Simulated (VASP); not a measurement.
# FeSi (P2_13) in VASP: a series of runs

Runs on FeSi. Level: PBE. Tasks: single point.

All numbers are computed with VASP 6.6.1; they aren't measurements. Logs are shortened: lines on timing, memory, paths and dates and some standing lists are left out, and cuts for length are marked.

## Step 1: The cell of the first run

It takes space group P2_13 (No. 198, cubic). The conventional cell has a = 4.357 Å, b = 4.357 Å, c = 4.357 Å, α = 90.00°, β = 90.00°, γ = 90.00°. Fe (site symmetry 3) has 7 Si at 2.23 to 2.45 Å and 6 Fe at 2.67 Å within 2.9 Å. Si (site symmetry 3) has 7 Fe at 2.23 to 2.45 Å and 6 Si at 2.70 Å within 2.9 Å.

## Step 2: Single point, PBE (volume changed by -6%)

INCAR

```
PREC = Accurate ; ENCUT = 600
EDIFF = 1E-6 ; ISMEAR = 0
SIGMA = 0.01 ; LREAL = False
LASPH = True ; NELM = 120
ALGO = Normal ; ISIF = 2
LWAVE = False ; LCHARG = False
GGA = PE ; NBANDS = 34
GGA_COMPAT = False
```

KPOINTS

```
regular mesh
0
Gamma
  6 6 6
```

POSCAR

```
FeSi
1.0
    4.3568683437      0.0000000000      0.0000000000
    0.0000000000      4.3568683437      0.0000000000
    0.0000000000      0.0000000000      4.3568683437
Fe Si
4 4
Direct
    0.8639842230      0.6360157770      0.3639842230
    0.6360157770      0.3639842230      0.8639842230
    0.3639842230      0.8639842230      0.6360157770
    0.1360157770      0.1360157770      0.1360157770
    0.1592730393      0.3407269607      0.6592730393
    0.3407269607      0.6592730393      0.1592730393
    0.6592730393      0.1592730393      0.3407269607
    0.8407269607      0.8407269607      0.8407269607
```

Potentials or basis: VASP PAW PBE potentials, release 64 (Fe, Si).

Started as:

```sh
> cat potpaw_PBE.64/Fe/POTCAR potpaw_PBE.64/Si/POTCAR > POTCAR
> mpirun -np 1 vasp_std > vasp.out
```

OUTCAR:

```text
PREC = Accurate
   ENCUT = 600
   EDIFF = 1E-6
   ISMEAR = 0
   LREAL = False
   LASPH = True
   NELM = 120
   ISIF = 2
   GGA = PE

 ion  position               nearest neighbor table
   1  0.864  0.636  0.364-   5 2.23   6 2.26   7 2.26   8 2.26   7 2.45   8 2.45   6 2.45   2 2.67
                             2 2.67   3 2.67   4 2.67   3 2.67   4 2.67
   2  0.636  0.364  0.864-   6 2.23   5 2.26   7 2.26   8 2.26   5 2.45   7 2.45   8 2.45   1 2.67
                             1 2.67   3 2.67   3 2.67   4 2.67   4 2.67
   3  0.364  0.864  0.636-   7 2.23   6 2.26   5 2.26   8 2.26   6 2.45   5 2.45   8 2.45   1 2.67
                             4 2.67   2 2.67   2 2.67   1 2.67   4 2.67
   4  0.136  0.136  0.136-   8 2.23   6 2.26   7 2.26   5 2.26   6 2.45   5 2.45   7 2.45   2 2.67
                             3 2.67   1 2.67   3 2.67   1 2.67   2 2.67
   5  0.159  0.341  0.659-   1 2.23   2 2.26   3 2.26   4 2.26   3 2.45   4 2.45   2 2.45   8 2.70
                             6 2.70   6 2.70   8 2.70   7 2.70   7 2.70
   6  0.341  0.659  0.159-   2 2.23   1 2.26   3 2.26   4 2.26   1 2.45   3 2.45   4 2.45   8 2.70
                             5 2.70   5 2.70   7 2.70   7 2.70   8 2.70
   7  0.659  0.159  0.341-   3 2.23   2 2.26   1 2.26   4 2.26   2 2.45   1 2.45   4 2.45   8 2.70
                             8 2.70   5 2.70   6 2.70   6 2.70   5 2.70
   8  0.841  0.841  0.841-   4 2.23   2 2.26   3 2.26   1 2.26   2 2.45   1 2.45   3 2.45   5 2.70
                             6 2.70   7 2.70   7 2.70   5 2.70   6 2.70

  LATTYP: Found a simple cubic cell.
 ALAT       =     4.3568683437

  Lattice vectors:

 A1 = (   4.3568683437,   0.0000000000,   0.0000000000)
 A2 = (   0.0000000000,   4.3568683437,   0.0000000000)
 A3 = (   0.0000000000,   0.0000000000,   4.3568683437)

Analysis of symmetry for initial positions (statically):
=====================================================================
 Subroutine PRICEL returns:
 Original cell was already a primitive cell.

 Routine SETGRP: Setting up the symmetry group for a
 simple cubic supercell.

 Subroutine GETGRP returns: Found 12 space group operations
 (whereof  3 operations were pure point group operations)
 out of a pool of 48 trial point group operations.

The static configuration has the point symmetry C_3 .
 The point group associated with its full space group is T   .

Analysis of symmetry for dynamics (positions and initial velocities):
=====================================================================
 Subroutine PRICEL returns:
 Original cell was already a primitive cell.

 Routine SETGRP: Setting up the symmetry group for a
 simple cubic supercell.

 Subroutine GETGRP returns: Found 12 space group operations
 (whereof  3 operations were pure point group operations)
 out of a pool of 48 trial point group operations.

The dynamic configuration has the point symmetry C_3 .
 The point group associated with its full space group is T   .

 Subroutine INISYM returns: Found 12 space group operations
 (whereof  3 operations are pure point group operations),
 and found     1 'primitive' translations

----------------------------------------------------------------------------------------

                                     Primitive cell

  volume of cell :      82.7034

  direct lattice vectors                    reciprocal lattice vectors
     4.356868344  0.000000000  0.000000000     0.229522657  0.000000000  0.000000000
     0.000000000  4.356868344  0.000000000     0.000000000  0.229522657  0.000000000
     0.000000000  0.000000000  4.356868344     0.000000000  0.000000000  0.229522657

  length of vectors
     4.356868344  4.356868344  4.356868344     0.229522657  0.229522657  0.229522657

  position of ions in fractional coordinates (direct lattice)
     0.863984223  0.636015777  0.363984223
     0.636015777  0.363984223  0.863984223
     0.363984223  0.863984223  0.636015777
     0.136015777  0.136015777  0.136015777
     0.159273039  0.340726961  0.659273039
     0.340726961  0.659273039  0.159273039
     0.659273039  0.159273039  0.340726961
     0.840726961  0.840726961  0.840726961

  ion indices of the primitive-cell ions
   primitive index   ion index
                 1           1
                 2           2
                 3           3
                 4           4
                 5           5
                 6           6
                 7           7
                 8           8

----------------------------------------------------------------------------------------

 KPOINTS: regular mesh

Automatic generation of k-mesh.
 Grid dimensions read from file:
 generate k-points for:    6    6    6

 Generating k-lattice:

  Cartesian coordinates                     Fractional coordinates (reciprocal lattice)
     0.038253776  0.000000000  0.000000000     0.166666667  0.000000000  0.000000000
     0.000000000  0.038253776  0.000000000     0.000000000  0.166666667  0.000000000
     0.000000000  0.000000000  0.038253776     0.000000000  0.000000000  0.166666667

  Length of vectors
     0.038253776  0.038253776  0.038253776

  Shift w.r.t. Gamma in fractional coordinates (k-lattice)
     0.000000000  0.000000000  0.000000000

 Subroutine IBZKPT returns following result:
 ===========================================

 Found     24 irreducible k-points:

 Following reciprocal coordinates:
            Coordinates               Weight
  0.000000  0.000000  0.000000      1.000000
  0.166667  0.000000  0.000000      6.000000
  0.333333  0.000000  0.000000      6.000000
  0.500000  0.000000  0.000000      3.000000
  0.166667  0.166667  0.000000     12.000000
  0.333333  0.166667  0.000000     12.000000
[... 16 lines left out ...]
  0.500000  0.500000  0.333333      6.000000
  0.500000  0.500000  0.500000      1.000000
   k-points           NKPTS =     24   k-points in BZ     NKDIM =     24   number of bands    NBANDS=     34
   number of dos      NEDOS =    301   number of ions     NIONS =      8
   total plane-waves  NPLWV =  46656
   dimension x,y,z NGX =    36 NGY =   36 NGZ =   36
   dimension x,y,z NGXF=    72 NGYF=   72 NGZF=   72
   ions per type =               4   4
   NGX,Y,Z   is equivalent  to a cutoff of  13.74, 13.74, 13.74 a.u.
   NGXF,Y,Z  is equivalent  to a cutoff of  27.47, 27.47, 27.47 a.u.
 SYSTEM =  unknown system
   PREC   = accura    normal or accurate (medium, high low for compatibility)
   ISTART =      0    job   : 0-new  1-cont  2-samecut
   ICHARG =      2    charge: 1-file 2-atom 10-const
   ISPIN  =      1    spin polarized calculation?
   LNONCOLLINEAR =      F non collinear calculations
   LSORBIT =      F    spin-orbit coupling
   LASPH  =      T    aspherical Exc in radial PAW
   ENCUT  =  600.0 eV  44.10 Ry    6.64 a.u.   8.70  8.70  8.70*2*pi/ulx,y,z
   NELM   =    120;   NELMIN=  2; NELMDL= -5     # of ELM steps
   EDIFF  = 0.1E-05   stopping-criterion for ELM
   LREAL  =      F    real-space projection
   EDIFFG = 0.1E-04   stopping-criterion for IOM
   NSW    =      0    number of steps for IOM
   IBRION =     -1    ionic relax: 0-MD 1-quasi-New 2-CG
   NFREE  =      0    steps in history (QN), initial steepest desc. (CG)
   ISIF   =      2    stress and relaxation
   ISYM   =      2    0-nonsym 1-usesym 2-fastsym
   POTIM  = 0.5000    time-step for ionic-motion
   TEBEG  =    0.0;   TEEND  =   0.0 temperature during run
   PSTRESS=    0.0 pullay stress
   NELECT =      48.0000    total number of electrons
   NUPDOWN=      -1.0000    fix difference up-down
   EMIN   =  10.00;   EMAX   =-10.00  energy-range for DOS
   EFERMI =   0.00;   METHOD = LEGACY
   ISMEAR =     0;   SIGMA  =   0.01  broadening in eV -4-tet -1-fermi 0-gaus
   EFERMI_NEDOS =   21; number of points for ismear=-14 and -15
   IALGO  =     38    algorithm
   IMIX   =      4    mixing-type and parameters
     AMIX     =   0.40;   BMIX     =  1.00
     AMIX_MAG =   1.60;   BMIX_MAG =  1.00
  volume/ion in A,a.u.               =      10.34        69.76
  Fermi-wavevector in a.u.,A,eV,Ry     =   1.365571  2.580554 25.371912  1.864783
  Thomas-Fermi vector in A             =   2.491787
   LORBIT       =      0    0 simple, 1 ext, 2 COOP (PROOUT), +10 PAW based schemes
   GGA     = PE    functional components
   LHFCALC =     F    Hartree Fock is set to
   AEXX    =    0.0000 exact exchange contribution
   IVDW    =     0    specifies the selected vdW correction
   LEPSILON=     F    determine dielectric tensor
   LRPA    =     F    only Hartree local field effects (RPA)
 non-spin polarized calculation
 Gauss-broadening in eV      SIGMA  =   0.01
  energy-cutoff  :      600.00
  volume of cell :       82.70
 maximum number of plane-waves:      2800
   NGX = 17   NGY = 17   NGZ = 17

 number of electron      47.9999992 magnetization

 Free energy of the ion-electron system (eV)
  ---------------------------------------------------
  ext. energy  EPLUGINS =         0.00000000
  ---------------------------------------------------
  free energy    TOTEN  =       -58.51700096 eV

  energy without entropy =      -58.51700096  energy(sigma->0) =      -58.51700096

 E-fermi :  10.5728     XC(G=0): -13.1103

 val. band max:       10.5289664630   @ k =   0.5000   0.0000   0.0000
 cond. band min:      10.7183809065   @ k =  -0.1667   0.3333   0.0000
 fundamental gap:      0.1894144435
 Fermi energy:        10.5727821515

 k-point     1 :       0.0000    0.0000    0.0000
  band No.  band energies     occupation
      1      -3.1897      2.00000
      2       2.3762      2.00000
      3       2.3762      2.00000
      4       2.3762      2.00000
      5       5.2417      2.00000
      6       5.2417      2.00000
[... 26 lines left out ...]
     33      15.1605      0.00000
     34      15.1605      0.00000

 k-point     2 :       0.1667    0.0000    0.0000
  band No.  band energies     occupation
      1      -2.9735      2.00000
      2       1.2852      2.00000
      3       2.4972      2.00000
      4       3.1367      2.00000
      5       4.6178      2.00000
      6       5.3731      2.00000
[... 26 lines left out ...]
     33      15.3549      0.00000
     34      15.4114      0.00000

 k-point     3 :       0.3333    0.0000    0.0000
  band No.  band energies     occupation
      1      -2.3390      2.00000
      2      -0.0570      2.00000
      3       2.8457      2.00000
      4       3.6746      2.00000
      5       4.2999      2.00000
      6       5.4422      2.00000
[... 26 lines left out ...]
     33      15.6825      0.00000
     34      15.7648      0.00000

 k-point     4 :       0.5000    0.0000    0.0000
  band No.  band energies     occupation
      1      -1.3334      2.00000
      2      -1.3334      2.00000
      3       3.3581      2.00000
      4       3.3581      2.00000
      5       4.7966      2.00000
      6       4.7966      2.00000
[... 26 lines left out ...]
     33      15.9860      0.00000
     34      15.9860      0.00000

 k-point     5 :       0.1667    0.1667    0.0000
  band No.  band energies     occupation
      1      -2.7595      2.00000
      2       1.1380      2.00000
      3       2.0163      2.00000
      4       3.4900      2.00000
      5       4.4869      2.00000
      6       5.2964      2.00000
[... 621 lines left out ...]
 k-point    22 :       0.5000    0.3333    0.3333
  band No.  band energies     occupation
      1       0.0661      2.00000
      2       0.0661      2.00000
      3       1.7854      2.00000
      4       1.7854      2.00000
      5       3.6079      2.00000
      6       3.6079      2.00000
[... 26 lines left out ...]
     33      16.7460      0.00000
     34      16.7460      0.00000

 k-point    23 :       0.5000    0.5000    0.3333
  band No.  band energies     occupation
      1       0.5410      2.00000
      2       0.5410      2.00000
      3       1.3841      2.00000
      4       1.3841      2.00000
      5       3.6772      2.00000
      6       3.6772      2.00000
[... 26 lines left out ...]
     33      17.1139      0.00000
     34      17.1139      0.00000

 k-point    24 :       0.5000    0.5000    0.5000
  band No.  band energies     occupation
      1       1.1423      2.00000
      2       1.1423      2.00000
      3       1.1423      2.00000
      4       1.1423      2.00000
      5       3.7802      2.00000
      6       3.7802      2.00000
[... 26 lines left out ...]
     33      17.0537      0.00000
     34      17.0537      0.00000

------------------------ aborting loop because EDIFF is reached ----------------------------------------

  FORCE on cell =-STRESS in cart. coord.  units (eV):
  Direction    XX          YY          ZZ          XY          YZ          ZX
  --------------------------------------------------------------------------------------
  -------------------------------------------------------------------------------------
  Total        8.6157865      8.6157865      8.6157865      0.0000000      0.0000000      0.0000000
  in kB      166.9099393    166.9099393    166.9099393      0.0000000      0.0000000      0.0000000
  external PRESSURE =     166.9099393 kB  Pullay stress =       0.0000000 kB

 VOLUME and BASIS-vectors are now :
 -----------------------------------------------------------------------------
  energy-cutoff  :      600.00
  volume of cell :       82.70
      direct lattice vectors                 reciprocal lattice vectors
     4.356868344  0.000000000  0.000000000     0.229522657  0.000000000  0.000000000
     0.000000000  4.356868344  0.000000000     0.000000000  0.229522657  0.000000000
     0.000000000  0.000000000  4.356868344     0.000000000  0.000000000  0.229522657

 POSITION                                       TOTAL-FORCE (eV/Angst)
 -----------------------------------------------------------------------------------
      3.76427      2.77104      1.58583        -0.179837      0.179837     -0.179837
      2.77104      1.58583      3.76427         0.179837     -0.179837     -0.179837
      1.58583      3.76427      2.77104        -0.179837     -0.179837      0.179837
      0.59260      0.59260      0.59260         0.179837      0.179837      0.179837
      0.69393      1.48450      2.87237        -0.075498      0.075498     -0.075498
      1.48450      2.87237      0.69393         0.075498     -0.075498     -0.075498
      2.87237      0.69393      1.48450        -0.075498     -0.075498      0.075498
      3.66294      3.66294      3.66294         0.075498      0.075498      0.075498
 -----------------------------------------------------------------------------------
    total drift:                               -0.000001     -0.000001      0.000000

  FREE ENERGIE OF THE ION-ELECTRON SYSTEM (eV)
  ---------------------------------------------------
  free  energy   TOTEN  =       -58.5170009577 eV

  energy  without entropy=      -58.5170009577  energy(sigma->0) =      -58.51700096
```

Run time: 65 s. Hardware: 1 thread of Intel Xeon Platinum 8488C (Sapphire Rapids), shared host; peak memory 0.23 GiB.

Results:

* Free energy: -58.5170 eV
* Pressure: 16.7 GPa
* Largest force: 0.311 eV/Å
* Band gap on the k mesh: 0.19 eV, indirect (the least direct gap lies 1.9 meV higher)

Forces in eV/Å, atoms in the order of the input:
```
Fe  -0.180  0.180 -0.180
Fe   0.180 -0.180 -0.180
Fe  -0.180 -0.180  0.180
Fe   0.180  0.180  0.180
Si  -0.075  0.075 -0.075
Si   0.075 -0.075 -0.075
Si  -0.075 -0.075  0.075
Si   0.075  0.075  0.075
```

Levels at points of the mesh, in eV from the valence-band top:
| k point | band 20 | band 21 | band 22 | band 23 | band 24 | band 25 | band 26 | band 27 | band 28 | band 29 |
| --- | --- | --- | --- | --- | --- | --- | --- | --- | --- | --- |
| (0.00, 0.00, 0.00) | -0.30 | -0.30 | -0.30 | -0.04 | -0.04 | 0.74 | 0.74 | 0.74 | 3.35 | 3.35 |
| (0.50, 0.00, 0.00) | -1.35 | -0.42 | -0.42 | 0.00 | 0.00 | 0.23 | 0.23 | 1.87 | 1.87 | 2.50 |
| (0.50, 0.50, 0.00) | -1.38 | -1.10 | -1.10 | -0.39 | -0.39 | 0.71 | 0.71 | 1.44 | 1.44 | 3.01 |
| (0.50, 0.50, 0.50) | -0.80 | -0.72 | -0.72 | -0.72 | -0.72 | 0.56 | 0.56 | 0.56 | 0.56 | 6.08 |

(Continued in part 2 of 2.)
